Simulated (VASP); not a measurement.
# ZnS (P6_3mc) in VASP: further runs

Runs on ZnS. Level: r2SCAN. Tasks: single point.

Program: VASP 6.6.1. These are calculated values, not measurements. Logs are shortened: lines on timing, memory, paths and dates and some standing lists are left out, and cuts for length are marked.

## Step 1: The cell of the first run

Symmetry: P6_3mc, No. 186, hexagonal system. The conventional cell has a = 3.807 Å, b = 3.807 Å, c = 6.247 Å, α = 90.00°, β = 90.00°, γ = 120.00°. Within 3.0 Å of Zn (site symmetry 3m) lie 4 S at 2.27 to 2.57 Å. S (site symmetry 3m) has 4 Zn at 2.27 to 2.57 Å within 3.0 Å.

## Step 2: Single point, r2SCAN (atoms displaced along a vibrational mode)

Input file POSCAR:

```
ZnS
1.0
    3.8069588183      0.0000000000      0.0000000000
   -1.9034794091      3.2969230478      0.0000000000
    0.0000000000      0.0000000000      6.2466339621
Zn S
2 2
Direct
    0.3333333333      0.6666666667     -0.0185013482
    0.6666666667      0.3333333333      0.4814986518
    0.3333333333      0.6666666667      0.3935013482
    0.6666666667      0.3333333333      0.8935013482
```

Input file INCAR.step1:

```
PREC = Accurate
ENCUT = 520
ISMEAR = 0
SIGMA = 0.01
LREAL = False
LASPH = True
NELM = 100
NBANDS = 26
GGA = PE
ALGO = Normal
EDIFF = 1E-4
LWAVE = True
LCHARG = False
```

Input file INCAR.step2:

```
PREC = Accurate
ENCUT = 520
EDIFF = 1E-6
ISMEAR = 0
SIGMA = 0.01
LREAL = False
LASPH = True
NELM = 100
ALGO = Normal
ISIF = 2
LWAVE = False
LCHARG = False
METAGGA = R2SCAN
LMIXTAU = True
NBANDS = 26
ISTART = 1
```

Input file KPOINTS:

```
Automatic mesh
0
Gamma
  9 9 4
```

Potentials or basis: VASP PAW PBE potentials, release 64 (Zn, S).

Launch:

```bash
$ cat potpaw_PBE.64/Zn/POTCAR potpaw_PBE.64/S/POTCAR > POTCAR
$ cp INCAR.step1 INCAR
$ mpirun -np 1 vasp_std > vasp.out
$ cp INCAR.step2 INCAR
$ mpirun -np 1 vasp_std > vasp.out
```

OUTCAR:

```text
PREC = Accurate
   ENCUT = 520
   EDIFF = 1E-6
   ISMEAR = 0
   LREAL = False
   LASPH = True
   NELM = 100
   ISIF = 2
   METAGGA = R2SCAN
   ISTART = 1

 ion  position               nearest neighbor table
   1  0.333  0.667  0.981-   4 2.27   4 2.27   4 2.27   3 2.57
   2  0.667  0.333  0.481-   3 2.27   3 2.27   3 2.27   4 2.57
   3  0.333  0.667  0.394-   2 2.27   2 2.27   2 2.27   1 2.57
   4  0.667  0.333  0.894-   1 2.27   1 2.27   1 2.27   2 2.57

  LATTYP: Found a hexagonal cell.
 ALAT       =     3.8069588183
 C/A-ratio  =     1.6408462135

  Lattice vectors:

 A1 = (   3.8069588183,   0.0000000000,   0.0000000000)
 A2 = (  -1.9034794091,   3.2969230478,   0.0000000000)
 A3 = (   0.0000000000,   0.0000000000,   6.2466339621)

Analysis of symmetry for initial positions (statically):
=====================================================================
 Subroutine PRICEL returns:
 Original cell was already a primitive cell.

 Routine SETGRP: Setting up the symmetry group for a
 hexagonal supercell.

 Subroutine GETGRP returns: Found 12 space group operations
 (whereof  6 operations were pure point group operations)
 out of a pool of 24 trial point group operations.

The static configuration has the point symmetry C_3v.
 The point group associated with its full space group is C_6v.

Analysis of symmetry for dynamics (positions and initial velocities):
=====================================================================
 Subroutine PRICEL returns:
 Original cell was already a primitive cell.

 Routine SETGRP: Setting up the symmetry group for a
 hexagonal supercell.

 Subroutine GETGRP returns: Found 12 space group operations
 (whereof  6 operations were pure point group operations)
 out of a pool of 24 trial point group operations.

The dynamic configuration has the point symmetry C_3v.
 The point group associated with its full space group is C_6v.

 Subroutine INISYM returns: Found 12 space group operations
 (whereof  6 operations are pure point group operations),
 and found     1 'primitive' translations

----------------------------------------------------------------------------------------

                                     Primitive cell

  volume of cell :      78.4031

  direct lattice vectors                    reciprocal lattice vectors
     3.806958818  0.000000000  0.000000000     0.262676863  0.151656558  0.000000000
    -1.903479409  3.296923048  0.000000000     0.000000000  0.303313115  0.000000000
     0.000000000  0.000000000  6.246633962     0.000000000  0.000000000  0.160086217

  length of vectors
     3.806958818  3.806958818  6.246633962     0.303313115  0.303313115  0.160086217

  position of ions in fractional coordinates (direct lattice)
     0.333333333  0.666666667  0.981498652
     0.666666667  0.333333333  0.481498652
     0.333333333  0.666666667  0.393501348
     0.666666667  0.333333333  0.893501348

  ion indices of the primitive-cell ions
   primitive index   ion index
                 1           1
                 2           2
                 3           3
                 4           4

----------------------------------------------------------------------------------------

 KPOINTS: Automatic mesh

Automatic generation of k-mesh.
 Grid dimensions read from file:
 generate k-points for:    9    9    4

 Generating k-lattice:

  Cartesian coordinates                     Fractional coordinates (reciprocal lattice)
     0.029186318  0.016850729  0.000000000     0.111111111  0.000000000  0.000000000
     0.000000000  0.033701457  0.000000000     0.000000000  0.111111111  0.000000000
     0.000000000  0.000000000  0.040021554     0.000000000  0.000000000  0.250000000

  Length of vectors
     0.033701457  0.033701457  0.040021554

  Shift w.r.t. Gamma in fractional coordinates (k-lattice)
     0.000000000  0.000000000  0.000000000

 Subroutine IBZKPT returns following result:
 ===========================================

 Found     36 irreducible k-points:

 Following reciprocal coordinates:
            Coordinates               Weight
  0.000000  0.000000  0.000000      1.000000
  0.111111  0.000000  0.000000      6.000000
  0.222222  0.000000  0.000000      6.000000
  0.333333  0.000000  0.000000      6.000000
  0.444444  0.000000  0.000000      6.000000
  0.111111  0.111111  0.000000      6.000000
[... 16 lines left out ...]
  0.333333  0.222222  0.250000     24.000000
  0.333333  0.333333  0.250000      4.000000
 [... further k-points ...]
   k-points           NKPTS =     36   k-points in BZ     NKDIM =     36   number of bands    NBANDS=     26
   number of dos      NEDOS =    301   number of ions     NIONS =      4
   total plane-waves  NPLWV =  37632
   dimension x,y,z NGX =    28 NGY =   28 NGZ =   48
   dimension x,y,z NGXF=    56 NGYF=   56 NGZF=   96
   ions per type =               2   2
   NGX,Y,Z   is equivalent  to a cutoff of  12.23, 12.23, 12.77 a.u.
   NGXF,Y,Z  is equivalent  to a cutoff of  24.45, 24.45, 25.55 a.u.
 SYSTEM =  unknown system
   PREC   = accura    normal or accurate (medium, high low for compatibility)
   ISTART =      1    job   : 0-new  1-cont  2-samecut
   ICHARG =      0    charge: 1-file 2-atom 10-const
   ISPIN  =      1    spin polarized calculation?
   LNONCOLLINEAR =      F non collinear calculations
   LSORBIT =      F    spin-orbit coupling
   LASPH  =      T    aspherical Exc in radial PAW
   ENCUT  =  520.0 eV  38.22 Ry    6.18 a.u.   7.08  7.08 11.61*2*pi/ulx,y,z
   NELM   =    100;   NELMIN=  2; NELMDL=  0     # of ELM steps
   EDIFF  = 0.1E-05   stopping-criterion for ELM
   LREAL  =      F    real-space projection
   EDIFFG = 0.1E-04   stopping-criterion for IOM
   NSW    =      0    number of steps for IOM
   IBRION =     -1    ionic relax: 0-MD 1-quasi-New 2-CG
   NFREE  =      0    steps in history (QN), initial steepest desc. (CG)
   ISIF   =      2    stress and relaxation
   ISYM   =      2    0-nonsym 1-usesym 2-fastsym
   POTIM  = 0.5000    time-step for ionic-motion
   TEBEG  =    0.0;   TEEND  =   0.0 temperature during run
   PSTRESS=    0.0 pullay stress
   NELECT =      36.0000    total number of electrons
   NUPDOWN=      -1.0000    fix difference up-down
   EMIN   =  10.00;   EMAX   =-10.00  energy-range for DOS
   EFERMI =   0.00;   METHOD = LEGACY
   ISMEAR =     0;   SIGMA  =   0.01  broadening in eV -4-tet -1-fermi 0-gaus
   EFERMI_NEDOS =   21; number of points for ismear=-14 and -15
   IALGO  =     38    algorithm
   IMIX   =      4    mixing-type and parameters
     AMIX     =   0.40;   BMIX     =  1.00
     AMIX_MAG =   1.60;   BMIX_MAG =  1.00
  volume/ion in A,a.u.               =      19.60       132.27
  Fermi-wavevector in a.u.,A,eV,Ry     =   1.262984  2.386694 21.703055  1.595130
  Thomas-Fermi vector in A             =   2.396365
   LORBIT       =      0    0 simple, 1 ext, 2 COOP (PROOUT), +10 PAW based schemes
   METAGGA = R2SCAN    functional components
   LHFCALC =     F    Hartree Fock is set to
   AEXX    =    0.0000 exact exchange contribution
   IVDW    =     0    specifies the selected vdW correction
   LEPSILON=     F    determine dielectric tensor
   LRPA    =     F    only Hartree local field effects (RPA)
 non-spin polarized calculation
 Gauss-broadening in eV      SIGMA  =   0.01
  energy-cutoff  :      520.00
  volume of cell :       78.40
 maximum number of plane-waves:      2130
   NGX = 15   NGY = 15   NGZ = 23

 number of electron      35.9999984 magnetization

 Free energy of the ion-electron system (eV)
  ---------------------------------------------------
  ext. energy  EPLUGINS =         0.00000000
  ---------------------------------------------------
  free energy    TOTEN  =       -37.50195216 eV

  energy without entropy =      -37.50195216  energy(sigma->0) =      -37.50195216

 E-fermi :   1.9573     XC(G=0): -10.2984

 val. band max:        1.9089508190   @ k =   0.0000   0.0000   0.0000
 cond. band min:       4.7831215202   @ k =   0.0000   0.0000   0.0000
 fundamental gap:      2.8741707011
 Fermi energy:         1.9572767038

 k-point     1 :       0.0000    0.0000    0.0000
  band No.  band energies     occupation
      1     -11.8845      2.00000
      2     -11.0119      2.00000
      3      -4.7866      2.00000
      4      -4.7865      2.00000
      5      -4.7594      2.00000
      6      -4.7593      2.00000
[... 18 lines left out ...]
     25       9.8291      0.00000
     26      11.7794      0.00000

 k-point     2 :       0.1111    0.0000    0.0000
  band No.  band energies     occupation
      1     -11.7958      2.00000
      2     -10.9557      2.00000
      3      -4.7920      2.00000
      4      -4.7567      2.00000
      5      -4.7519      2.00000
      6      -4.7269      2.00000
[... 18 lines left out ...]
     25      10.2609      0.00000
     26      11.1444      0.00000

 k-point     3 :       0.2222    0.0000    0.0000
  band No.  band energies     occupation
      1     -11.5522      2.00000
      2     -10.8147      2.00000
      3      -4.7893      2.00000
      4      -4.7170      2.00000
      5      -4.6800      2.00000
      6      -4.6410      2.00000
[... 18 lines left out ...]
     25      10.4802      0.00000
     26      11.3907      0.00000

 k-point     4 :       0.3333    0.0000    0.0000
  band No.  band energies     occupation
      1     -11.2259      2.00000
      2     -10.6670      2.00000
      3      -4.7405      2.00000
      4      -4.6417      2.00000
      5      -4.5953      2.00000
      6      -4.5355      2.00000
[... 18 lines left out ...]
     25      11.0565      0.00000
     26      12.2619      0.00000
[... 496 lines left out ...]
      1     -10.9959      2.00000
      2     -10.6792      2.00000
      3      -4.6448      2.00000
      4      -4.5938      2.00000
      5      -4.5562      2.00000
      6      -4.4915      2.00000
[... 18 lines left out ...]
     25      10.5290      0.00000
     26      12.3791      0.00000

 k-point    23 :       0.3333    0.2222    0.2500
  band No.  band energies     occupation
      1     -10.7837      2.00000
      2     -10.6235      2.00000
      3      -4.5628      2.00000
      4      -4.5264      2.00000
      5      -4.4594      2.00000
      6      -4.4193      2.00000
[... 18 lines left out ...]
     25      11.6527      0.00000
     26      12.6031      0.00000

 k-point    24 :       0.3333    0.3333    0.2500
  band No.  band energies     occupation
      1     -10.6575      2.00000
      2     -10.6574      2.00000
      3      -4.5352      2.00000
      4      -4.4459      2.00000
      5      -4.4459      2.00000
      6      -4.4116      2.00000
[... 18 lines left out ...]
     25      12.4038      0.00000
     26      12.8847      0.00000

 [... further k-points ...]

------------------------ aborting loop because EDIFF is reached ----------------------------------------

  FORCE on cell =-STRESS in cart. coord.  units (eV):
  Direction    XX          YY          ZZ          XY          YZ          ZX
  --------------------------------------------------------------------------------------
  -------------------------------------------------------------------------------------
  Total        1.7409619      1.7409619     -1.1263254      0.0000000      0.0000000      0.0000000
  in kB       35.5767942     35.5767942    -23.0166137      0.0000000      0.0000000      0.0000000
  external PRESSURE =      16.0456583 kB  Pullay stress =       0.0000000 kB

 VOLUME and BASIS-vectors are now :
 -----------------------------------------------------------------------------
  energy-cutoff  :      520.00
  volume of cell :       78.40
      direct lattice vectors                 reciprocal lattice vectors
     3.806958818  0.000000000  0.000000000     0.262676863  0.151656558  0.000000000
    -1.903479409  3.296923048  0.000000000     0.000000000  0.303313115  0.000000000
     0.000000000  0.000000000  6.246633962     0.000000000  0.000000000  0.160086217

 POSITION                                       TOTAL-FORCE (eV/Angst)
 -----------------------------------------------------------------------------------
     -0.00000      2.19795      6.13106        -0.000000     -0.000000      0.757855
      1.90348      1.09897      3.00775        -0.000000      0.000000      0.757855
     -0.00000      2.19795      2.45806         0.000000      0.000000     -0.757855
      1.90348      1.09897      5.58138         0.000000      0.000000     -0.757855
 -----------------------------------------------------------------------------------
    total drift:                               -0.000001     -0.000001     -0.006589

  FREE ENERGIE OF THE ION-ELECTRON SYSTEM (eV)
  ---------------------------------------------------
  free  energy   TOTEN  =       -37.5019521593 eV

  energy  without entropy=      -37.5019521593  energy(sigma->0) =      -37.50195216
```

Run time: 1.7 min. Hardware: 1 thread of Intel Xeon 6975P-C (Granite Rapids), shared host; peak memory 0.23 GiB.

Results:

| Quantity | Value |
| --- | --- |
| Free energy | -37.5020 eV |
| Pressure | 1.6 GPa |
| Largest force | 0.758 eV/Å |
| Band gap on the k mesh | 2.87 eV |

Forces on the atoms (eV/Å):
```
Zn   0.000  0.000  0.758
Zn   0.000  0.000  0.758
S    0.000  0.000 -0.758
S    0.000  0.000 -0.758
```

Stress tensor (GPa, compression positive):
```
 3.56  0.00  0.00
 0.00  3.56  0.00
 0.00  0.00 -2.30
```

Caveat: the cell differs from its parent crystal (atoms displaced along a vibrational mode); the PAW data sets were made with another functional, which shifts forces and pressure a little.

[end of part 1 of 3]
